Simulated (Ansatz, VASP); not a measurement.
Ag: VASP beside Ansatz

Contents of INCAR:

```
PREC     = Accurate       # precision mode
ENCUT    = 520            # plane-wave cutoff, eV
EDIFF    = 1E-6           # SCF threshold, eV
ISMEAR   = -1             # smearing method
SIGMA    = 0.3            # smearing width, eV
LREAL    = False          # projectors in reciprocal space
LASPH    = True           # aspherical terms in the spheres
NELM     = 100            # most SCF steps
ALGO     = Normal         # electronic algorithm
ISIF     = 2              # what is computed and relaxed
LWAVE    = False          # write WAVECAR
LCHARG   = False          # write CHGCAR
GGA      = PE             # functional
NBANDS   = 12             # bands
```

The input KPOINTS:

```
regular mesh
0
Gamma
  13 13 13
```

Contents of POSCAR:

```
Ag
1.0
    0.0000000000      2.0734381516      2.0734381516
    2.0734381516      0.0000000000      2.0734381516
    2.0734381516      2.0734381516      0.0000000000
Ag
1
Direct
    0.0000000000      0.0000000000      0.0000000000
```

Input for Ansatz:

```yaml
crystal:
  lattice:
    - [0.0, 2.0734381516, 2.0734381516]
    - [2.0734381516, 0.0, 2.0734381516]
    - [2.0734381516, 2.0734381516, 0.0]
  atoms:
    - { symbol: Ag, position: [0.0, 0.0, 0.0] }
hamiltonian:
  xc: pbe
  pseudopotentials:
    kind: paw
    azcp:
      Ag: "pseudopotentials/Ag.paw.azcp"
basis:
  ecutwfc: 420
  fft_grid_basis: typed
kpoints:
  mp_grid: { grid: [13, 13, 13], shift: [0, 0, 0] }
magnetization:
  spin_polarized: false
scf:
  occupations: { method: fermi_dirac, width: 0.3 }
  lower_state_search: "off"
output:
  stress: true
```

Alike in both runs: task single point; functional PBE; k mesh 13 × 13 × 13; occupations fermi-dirac, width 0.3 eV; no spin polarisation.

```csv
,VASP,Ansatz
version,VASP 6.6.1,Ansatz 0.2.0
potentials or method,"VASP PAW PBE potentials, release 64 (Ag), cutoff 520 eV","plane waves (420 eV) with PAW, scalar-relativistic"
valence electrons in the cell,11,19
```

```csv
,VASP,Ansatz,Ansatz less VASP
pressure (GPa),0.1,0.2,+0.12
```

VASP's potentials hold 11 valence electrons a cell and Ansatz's 19, so a difference there can come from the potentials and not from the codes.
